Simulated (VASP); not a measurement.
Input of a VASP 6.6.1 run:

File INCAR:

```
PREC = Accurate
ENCUT = 520
EDIFF = 1E-7
ISMEAR = 0
SIGMA = 0.05
LREAL = False
LASPH = True
NELM = 80
ALGO = Normal
ISIF = 2
LWAVE = False
LCHARG = False
NBANDS = 16
```

Contents of KPOINTS:

```
Automatic mesh
0
Gamma
  9 9 6
```

Contents of POSCAR:

```
MgO
1.0
    3.4010127377      0.0000000000      0.0000000000
   -1.7005063689      2.9453634294      0.0000000000
    0.0000000000      0.0000000000      4.7134523992
Mg O
2 2
Direct
    0.3333333333      0.6666666667      0.0021597400
    0.6666666667      0.3333333333      0.5021597400
    0.3333333333      0.6666666667      0.4024402600
    0.6666666667      0.3333333333      0.9024402600
```

Potentials or basis: VASP PAW LDA potentials, release 64 (Mg, O).

The run is started by

```sh
$ cat potpaw_LDA.64/Mg/POTCAR potpaw_LDA.64/O/POTCAR > POTCAR
$ mpirun -np 1 vasp_std > vasp.out
```

Question: Estimate the band gap on the k mesh.

Answer: 3.24 eV, direct.

Question: Estimate the pressure.

Answer: -5.2 GPa.

Question: Predict the largest force.

Answer: 1.006 eV/Å.

Forces in eV/Å, atoms in the order of the input:
```
Mg   0.000  0.000 -1.006
Mg   0.000  0.000 -1.006
O    0.000  0.000  1.006
O    0.000  0.000  1.006
```

Caveat: forces of over 1 eV/Å act on the atoms, so gaps and moduli don't describe the material at rest. A k mesh can miss the band edges.
